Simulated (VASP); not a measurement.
Input of a VASP 6.6.1 run:

Contents of INCAR:

```
PREC = Accurate ; ENCUT = 520
EDIFF = 1E-6 ; ISMEAR = 1
SIGMA = 0.1 ; LREAL = False
LASPH = True ; NELM = 80
ALGO = Normal ; ISIF = 2
LWAVE = False ; LCHARG = True
GGA = CA ; LELF = True
LVHAR = True ; NBANDS = 11
```

Contents of KPOINTS:

```
Automatic mesh
0
Gamma
  13 13 13
```

File POSCAR:

```
Pt
1.0
    0.0000000000      1.9609000000      1.9609000000
    1.9609000000      0.0000000000      1.9609000000
    1.9609000000      1.9609000000      0.0000000000
Pt
1
Direct
    0.0000000000      0.0000000000      0.0000000000
```

Potentials or basis: VASP PAW LDA potentials, release 64 (Pt).

Launch:

```sh
$ cat potpaw_LDA.64/Pt/POTCAR > POTCAR
$ mpirun -np 1 vasp_std > vasp.out
```

Q: What does it give for the band gap on the k mesh?

A: Zero (band 5 reaches 11.55 eV, above the bottom of band 6 at 9.39 eV).

Q: Estimate the pressure.

A: -5.7 GPa.

Caveat: spin-orbit coupling is left out, which moves the levels of the heavy elements.
